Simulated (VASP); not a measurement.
# Ba (Fm-3m) in VASP: notebook

The runs below take Ba through electric field gradients, with PBEsol, PBE.

All numbers are computed with VASP 6.6.1; they aren't measurements. Logs are shortened: lines on timing, memory, paths and dates and some standing lists are left out, and cuts for length are marked.

## 1. The cell of the first run

It takes space group Fm-3m (No. 225, cubic). Conventional cell: a = 6.465 Å, b = 6.465 Å, c = 6.465 Å, α = 90.00°, β = 90.00°, γ = 90.00°.

This isn't the form of Ba at room conditions, which is bcc.

## 2. Electric field gradients, PBEsol

File INCAR:

```
SYSTEM = Ba
PREC = Accurate
ENCUT = 520
EDIFF = 1E-8
ISMEAR = -1
SIGMA = 0.05
LREAL = .False.
LASPH = .True.
NELM = 60
ALGO = Normal
ISIF = 2
LWAVE = .False.
LCHARG = .False.
GGA = PS
LEFG = .True.
NBANDS = 11
```

File KPOINTS:

```
Automatic mesh
0
Gamma
  9 9 9
  0 0 0
```

File POSCAR:

```
Ba
1.0
    0.0000000000      3.2326650028      3.2326650028
    3.2326650028      0.0000000000      3.2326650028
    3.2326650028      3.2326650028      0.0000000000
Ba
1
Direct
    0.0000000000      0.0000000000      0.0000000000
```

Potentials or basis: VASP PAW PBE potentials, release 64 (Ba_sv).

The run is started by

```console
$ cat potpaw_PBE.64/Ba_sv/POTCAR > POTCAR
$ mpirun -np 1 vasp_std > vasp.out
```

OUTCAR:

```text
SYSTEM = Ba
   PREC = Accurate
   ENCUT = 520
   EDIFF = 1E-8
   ISMEAR = -1
   LREAL = .False.
   LASPH = .True.
   NELM = 60
   ISIF = 2
   GGA = PS

 ion  position               nearest neighbor table
   1  0.000  0.000  0.000-

  LATTYP: Found a face centered cubic cell.
 ALAT       =     6.4653300056

  Lattice vectors:

 A1 = (   0.0000000000,   3.2326650028,   3.2326650028)
 A2 = (   3.2326650028,   0.0000000000,   3.2326650028)
 A3 = (   3.2326650028,   3.2326650028,   0.0000000000)

Analysis of symmetry for initial positions (statically):
=====================================================================
 Subroutine PRICEL returns:
 Original cell was already a primitive cell.

 Routine SETGRP: Setting up the symmetry group for a
 face centered cubic supercell.

 Subroutine GETGRP returns: Found 48 space group operations
 (whereof 48 operations were pure point group operations)
 out of a pool of 48 trial point group operations.

The static configuration has the point symmetry O_h .

Analysis of symmetry for dynamics (positions and initial velocities):
=====================================================================
 Subroutine PRICEL returns:
 Original cell was already a primitive cell.

 Routine SETGRP: Setting up the symmetry group for a
 face centered cubic supercell.

 Subroutine GETGRP returns: Found 48 space group operations
 (whereof 48 operations were pure point group operations)
 out of a pool of 48 trial point group operations.

The dynamic configuration has the point symmetry O_h .

 Subroutine INISYM returns: Found 48 space group operations
 (whereof 48 operations are pure point group operations),
 and found     1 'primitive' translations

----------------------------------------------------------------------------------------

                                     Primitive cell

  volume of cell :      67.5635

  direct lattice vectors                    reciprocal lattice vectors
     0.000000000  3.232665003  3.232665003    -0.154671146  0.154671146  0.154671146
     3.232665003  0.000000000  3.232665003     0.154671146 -0.154671146  0.154671146
     3.232665003  3.232665003  0.000000000     0.154671146  0.154671146 -0.154671146

  length of vectors
     4.571678690  4.571678690  4.571678690     0.267898283  0.267898283  0.267898283

  position of ions in fractional coordinates (direct lattice)
     0.000000000  0.000000000  0.000000000

  ion indices of the primitive-cell ions
   primitive index   ion index
                 1           1

----------------------------------------------------------------------------------------

 KPOINTS: Automatic mesh

Automatic generation of k-mesh.
 Grid dimensions read from file:
 generate k-points for:    9    9    9

 Generating k-lattice:

  Cartesian coordinates                     Fractional coordinates (reciprocal lattice)
    -0.017185683  0.017185683  0.017185683     0.111111111  0.000000000  0.000000000
     0.017185683 -0.017185683  0.017185683     0.000000000  0.111111111  0.000000000
     0.017185683  0.017185683 -0.017185683     0.000000000  0.000000000  0.111111111

  Length of vectors
     0.029766476  0.029766476  0.029766476

  Shift w.r.t. Gamma in fractional coordinates (k-lattice)
     0.000000000  0.000000000  0.000000000

 Subroutine IBZKPT returns following result:
 ===========================================

 Found     35 irreducible k-points:

 Following reciprocal coordinates:
            Coordinates               Weight
  0.000000  0.000000  0.000000      1.000000
  0.111111  0.000000  0.000000      8.000000
  0.222222  0.000000  0.000000      8.000000
  0.333333  0.000000  0.000000      8.000000
  0.444444  0.000000  0.000000      8.000000
  0.111111  0.111111  0.000000      6.000000
[... 16 lines left out ...]
 -0.333333  0.333333  0.000000     12.000000
  0.444444  0.444444  0.000000      6.000000
 [... further k-points ...]
   k-points           NKPTS =     35   k-points in BZ     NKDIM =     35   number of bands    NBANDS=     11
   number of dos      NEDOS =    301   number of ions     NIONS =      1
   total plane-waves  NPLWV =  46656
   dimension x,y,z NGX =    36 NGY =   36 NGZ =   36
   dimension x,y,z NGXF=    72 NGYF=   72 NGZF=   72
   ions per type =               1
   NGX,Y,Z   is equivalent  to a cutoff of  13.09, 13.09, 13.09 a.u.
   NGXF,Y,Z  is equivalent  to a cutoff of  26.18, 26.18, 26.18 a.u.
 SYSTEM =  Ba
   PREC   = accura    normal or accurate (medium, high low for compatibility)
   ISTART =      0    job   : 0-new  1-cont  2-samecut
   ICHARG =      2    charge: 1-file 2-atom 10-const
   ISPIN  =      1    spin polarized calculation?
   LNONCOLLINEAR =      F non collinear calculations
   LSORBIT =      F    spin-orbit coupling
   LASPH  =      T    aspherical Exc in radial PAW
   ENCUT  =  520.0 eV  38.22 Ry    6.18 a.u.   8.50  8.50  8.50*2*pi/ulx,y,z
   NELM   =     60;   NELMIN=  2; NELMDL= -5     # of ELM steps
   EDIFF  = 0.1E-07   stopping-criterion for ELM
   LREAL  =      F    real-space projection
   EDIFFG = 0.1E-06   stopping-criterion for IOM
   NSW    =      0    number of steps for IOM
   IBRION =     -1    ionic relax: 0-MD 1-quasi-New 2-CG
   NFREE  =      0    steps in history (QN), initial steepest desc. (CG)
   ISIF   =      2    stress and relaxation
   ISYM   =      2    0-nonsym 1-usesym 2-fastsym
   POTIM  = 0.5000    time-step for ionic-motion
   TEBEG  =    0.0;   TEEND  =   0.0 temperature during run
   PSTRESS=    0.0 pullay stress
   NELECT =      10.0000    total number of electrons
   NUPDOWN=      -1.0000    fix difference up-down
   EMIN   =  10.00;   EMAX   =-10.00  energy-range for DOS
   EFERMI =   0.00;   METHOD = LEGACY
   ISMEAR =    -1;   SIGMA  =   0.05  broadening in eV -4-tet -1-fermi 0-gaus
   EFERMI_NEDOS =   21; number of points for ismear=-14 and -15
   IALGO  =     38    algorithm
   IMIX   =      4    mixing-type and parameters
     AMIX     =   0.40;   BMIX     =  1.00
     AMIX_MAG =   1.60;   BMIX_MAG =  1.00
  volume/ion in A,a.u.               =      67.56       455.94
  Fermi-wavevector in a.u.,A,eV,Ry     =   0.865973  1.636451 10.203124  0.749908
  Thomas-Fermi vector in A             =   1.984294
   LORBIT       =      0    0 simple, 1 ext, 2 COOP (PROOUT), +10 PAW based schemes
   GGA     = PS    functional components
   LHFCALC =     F    Hartree Fock is set to
   AEXX    =    0.0000 exact exchange contribution
   IVDW    =     0    specifies the selected vdW correction
   LEPSILON=     F    determine dielectric tensor
   LRPA    =     F    only Hartree local field effects (RPA)
 non-spin polarized calculation
  energy-cutoff  :      520.00
  volume of cell :       67.56
 maximum number of plane-waves:      1853
 NGX is ok and might be reduce to    36
   NGX = 17   NGY = 17   NGZ = 17

 number of electron      10.0000000 magnetization

 Free energy of the ion-electron system (eV)
  ---------------------------------------------------
  ext. energy  EPLUGINS =         0.00000000
  ---------------------------------------------------
  free energy    TOTEN  =        -2.10859181 eV

  energy without entropy =       -2.09180970  energy(sigma->0) =       -2.10020076

 E-fermi :   1.3933     XC(G=0):  -7.2808

 val. band max:        1.3770111323   @ k =  -0.3333   0.3333   0.0000
 cond. band min:       1.4231062490   @ k =  -0.4444   0.4444   0.1111
 fundamental gap:      0.0460951167
 Fermi energy:         1.3933324036

 k-point     1 :       0.0000    0.0000    0.0000
  band No.  band energies     occupation
      1     -27.6435      2.00000
      2     -12.6139      2.00000
      3     -12.6139      2.00000
      4     -12.6139      2.00000
      5      -1.4141      2.00000
      6       3.0434      0.00000
      7       3.0434      0.00000
      8       3.0434      0.00000
      9       4.4946      0.00000
     10       4.4946      0.00000
     11       7.1938      0.00000

 k-point     2 :       0.1111    0.0000    0.0000
  band No.  band energies     occupation
      1     -27.6401      2.00000
      2     -12.6595      2.00000
      3     -12.6197      2.00000
      4     -12.6197      2.00000
      5      -1.2139      2.00000
      6       2.8075      0.00000
      7       3.1355      0.00000
      8       3.1355      0.00000
      9       4.3792      0.00000
     10       4.3792      0.00000
     11       7.6529      0.00000
[... 295 lines left out ...]
 k-point    24 :       0.4444    0.4444    0.0000
  band No.  band energies     occupation
      1     -27.6056      2.00000
      2     -12.9508      2.00000
      3     -12.7431      2.00000
      4     -12.7431      2.00000
      5       0.6015      2.00000
      6       1.2664      1.85358
      7       3.0277      0.00000
      8       5.5323      0.00000
      9       5.5323      0.00000
     10       5.5686      0.00000
     11       7.1099      0.00000

 [... further k-points ...]
[... 5 lines left out ...]
  --------------------------------------------------------------------------------------
  -------------------------------------------------------------------------------------
  Total       -0.4244316     -0.4244316     -0.4244316     -0.0000000      0.0000000     -0.0000000
  in kB      -10.0648237    -10.0648237    -10.0648237     -0.0000000      0.0000000     -0.0000000
  external PRESSURE =     -10.0648237 kB  Pullay stress =       0.0000000 kB

 VOLUME and BASIS-vectors are now :
 -----------------------------------------------------------------------------
  energy-cutoff  :      520.00
  volume of cell :       67.56
      direct lattice vectors                 reciprocal lattice vectors
     0.000000000  3.232665003  3.232665003    -0.154671146  0.154671146  0.154671146
     3.232665003  0.000000000  3.232665003     0.154671146 -0.154671146  0.154671146
     3.232665003  3.232665003  0.000000000     0.154671146  0.154671146 -0.154671146

 POSITION                                       TOTAL-FORCE (eV/Angst)
 -----------------------------------------------------------------------------------
      0.00000      0.00000      0.00000        -0.000000     -0.000000     -0.000000
 -----------------------------------------------------------------------------------
    total drift:                               -0.000000     -0.000000     -0.000000

  FREE ENERGIE OF THE ION-ELECTRON SYSTEM (eV)
  ---------------------------------------------------
  free  energy   TOTEN  =        -2.1085918061 eV

  energy  without entropy=       -2.0918097043  energy(sigma->0) =       -2.10020076

 Electric field gradients (V/A^2)
---------------------------------------------------------------------
 ion       V_xx      V_yy      V_zz      V_xy      V_xz      V_yz
---------------------------------------------------------------------
   1       0.000    -0.000     0.000     0.000     0.000     0.000
---------------------------------------------------------------------

 Electric field gradients after diagonalization (V/A^2)
 (convention: |V_zz| > |V_xx| > |V_yy|)
----------------------------------------------------------------------
 ion       V_xx      V_yy      V_zz     asymmetry (V_yy - V_xx)/ V_zz
----------------------------------------------------------------------
   1      -0.000    -0.000     0.000       0.000
----------------------------------------------------------------------

           NMR quadrupolar parameters

 Cq : quadrupolar parameter    Cq=e*Q*V_zz/h
 eta: asymmetry parameters     (V_yy - V_xx)/ V_zz
 Q  : nuclear electric quadrupole moment in mb (millibarn)
----------------------------------------------------------------------
 ion       Cq(MHz)       eta       Q (mb)
----------------------------------------------------------------------
   1       0.000       0.000       1.000
----------------------------------------------------------------------
```

It took 19 s on 1 thread of AMD EPYC 9R14 (Zen 4), shared host; peak memory 0.17 GiB.

What came out:

```yaml
Free_energy: -2.1086 eV
Pressure: -1.0 GPa
Band_gap_on_the_k_mesh: zero (bands 5 and 6 overlap by 0.17 eV)
Largest_electric_field_gradient_by_atom: under 0.05 V/Å² on every atom
```

Caveat: the PAW data sets were made with another functional, which shifts forces and pressure a little; spin-orbit coupling is left out, which moves the levels of the heavy elements.

## 3. Electric field gradients, PBE

File INCAR:

```
SYSTEM = Ba
ALGO     = Normal         ! electronic algorithm
EDIFF    = 1E-8           ! SCF threshold, eV
ENCUT    = 520            ! plane-wave cutoff, eV
GGA      = PE             ! functional
ISIF     = 2              ! what is computed and relaxed
ISMEAR   = -1             ! smearing method
LASPH    = .True.         ! aspherical terms in the spheres
LCHARG   = .False.        ! write CHGCAR
LEFG     = .True.       
LREAL    = .False.        ! projectors in reciprocal space
LWAVE    = .False.        ! write WAVECAR
NBANDS   = 11             ! bands
NELM     = 80             ! most SCF steps
PREC     = Accurate       ! precision mode
SIGMA    = 0.05           ! smearing width, eV
```

File KPOINTS:

```
k-points
0
Gamma
  9 9 9
  0 0 0
```

POSCAR is that of step 2.

Potentials or basis: VASP PAW PBE potentials, release 64 (Ba_sv).

The run is started by

```console
$ cat potpaw_PBE.64/Ba_sv/POTCAR > POTCAR
$ mpirun -np 1 vasp_std > vasp.out
```

OUTCAR:

```text
SYSTEM = Ba
   EDIFF = 1E-8
   ENCUT = 520
   GGA = PE
   ISIF = 2
   ISMEAR = -1
   LASPH = .True.
   LREAL = .False.
   NELM = 80
   PREC = Accurate

 ion  position               nearest neighbor table
   1  0.000  0.000  0.000-

  LATTYP: Found a face centered cubic cell.
 ALAT       =     6.4653300056

  Lattice vectors:

 A1 = (   0.0000000000,   3.2326650028,   3.2326650028)
 A2 = (   3.2326650028,   0.0000000000,   3.2326650028)
 A3 = (   3.2326650028,   3.2326650028,   0.0000000000)

Analysis of symmetry for initial positions (statically):
=====================================================================
 Subroutine PRICEL returns:
 Original cell was already a primitive cell.

 Routine SETGRP: Setting up the symmetry group for a
 face centered cubic supercell.

 Subroutine GETGRP returns: Found 48 space group operations
 (whereof 48 operations were pure point group operations)
 out of a pool of 48 trial point group operations.

The static configuration has the point symmetry O_h .

Analysis of symmetry for dynamics (positions and initial velocities):
=====================================================================
 Subroutine PRICEL returns:
 Original cell was already a primitive cell.

 Routine SETGRP: Setting up the symmetry group for a
 face centered cubic supercell.

 Subroutine GETGRP returns: Found 48 space group operations
 (whereof 48 operations were pure point group operations)
 out of a pool of 48 trial point group operations.

The dynamic configuration has the point symmetry O_h .

 Subroutine INISYM returns: Found 48 space group operations
 (whereof 48 operations are pure point group operations),
[... 150 lines left out ...]
  band No.  band energies     occupation
      1     -27.5632      2.00000
      2     -12.5518      2.00000
      3     -12.5518      2.00000
      4     -12.5518      2.00000
      5      -1.2920      2.00000
      6       3.1578      0.00000
      7       3.1578      0.00000
      8       3.1578      0.00000
      9       4.5990      0.00000
     10       4.5990      0.00000
     11       7.2941      0.00000
[... 309 lines left out ...]
 k-point    24 :       0.4444    0.4444    0.0000
  band No.  band energies     occupation
      1     -27.5256      2.00000
      2     -12.8845      2.00000
      3     -12.6794      2.00000
      4     -12.6794      2.00000
      5       0.7084      2.00000
      6       1.3803      1.84523
      7       3.1384      0.00000
      8       5.6321      0.00000
      9       5.6321      0.00000
     10       5.6615      0.00000
     11       7.2214      0.00000

 [... further k-points ...]
[... 5 lines left out ...]
  --------------------------------------------------------------------------------------
  -------------------------------------------------------------------------------------
  Total       -0.1680169     -0.1680169     -0.1680169     -0.0000000     -0.0000000     -0.0000000
  in kB       -3.9842944     -3.9842944     -3.9842944     -0.0000000     -0.0000000     -0.0000000
  external PRESSURE =      -3.9842944 kB  Pullay stress =       0.0000000 kB

 VOLUME and BASIS-vectors are now :
 -----------------------------------------------------------------------------
  energy-cutoff  :      520.00
  volume of cell :       67.56
      direct lattice vectors                 reciprocal lattice vectors
     0.000000000  3.232665003  3.232665003    -0.154671146  0.154671146  0.154671146
     3.232665003  0.000000000  3.232665003     0.154671146 -0.154671146  0.154671146
     3.232665003  3.232665003  0.000000000     0.154671146  0.154671146 -0.154671146

 POSITION                                       TOTAL-FORCE (eV/Angst)
 -----------------------------------------------------------------------------------
      0.00000      0.00000      0.00000        -0.000000     -0.000000      0.000000
 -----------------------------------------------------------------------------------
    total drift:                               -0.000000     -0.000000     -0.000000

  FREE ENERGIE OF THE ION-ELECTRON SYSTEM (eV)
  ---------------------------------------------------
  free  energy   TOTEN  =        -1.8927188929 eV

  energy  without entropy=       -1.8758103711  energy(sigma->0) =       -1.88426463

 Electric field gradients (V/A^2)
---------------------------------------------------------------------
 ion       V_xx      V_yy      V_zz      V_xy      V_xz      V_yz
---------------------------------------------------------------------
   1       0.000     0.000     0.000     0.000     0.000     0.000
---------------------------------------------------------------------

 Electric field gradients after diagonalization (V/A^2)
 (convention: |V_zz| > |V_xx| > |V_yy|)
----------------------------------------------------------------------
 ion       V_xx      V_yy      V_zz     asymmetry (V_yy - V_xx)/ V_zz
----------------------------------------------------------------------
   1      -0.000    -0.000     0.000       0.000
----------------------------------------------------------------------

           NMR quadrupolar parameters

 Cq : quadrupolar parameter    Cq=e*Q*V_zz/h
 eta: asymmetry parameters     (V_yy - V_xx)/ V_zz
 Q  : nuclear electric quadrupole moment in mb (millibarn)
----------------------------------------------------------------------
 ion       Cq(MHz)       eta       Q (mb)
----------------------------------------------------------------------
   1       0.000       0.000       1.000
----------------------------------------------------------------------
```

stdout:

```text
POSCAR found type information on POSCAR Ba
 POSCAR found :  1 types and       1 ions
 scaLAPACK will be used
 LDA part: xc-table for (Slater+PW92), standard interpolation
 POSCAR, INCAR and KPOINTS ok, starting setup
 FFT: planning ... GRIDC
 FFT: planning ... GRID_SOFT
 FFT: planning ... GRID
 WAVECAR not read
 entering main loop
ion   1
```

It took 21 s on 1 thread of AMD EPYC 9R14 (Zen 4), shared host; peak memory 0.17 GiB.

Results:

```yaml
Free_energy: -1.8927 eV
Pressure: -0.4 GPa
Band_gap_on_the_k_mesh: zero (bands 5 and 6 overlap by 0.17 eV)
Largest_electric_field_gradient_by_atom: under 0.05 V/Å² on every atom
```

Caveat: spin-orbit coupling is left out, which moves the levels of the heavy elements.

The gap in the log of VASP goes by the Fermi energy; the results here count the filled bands.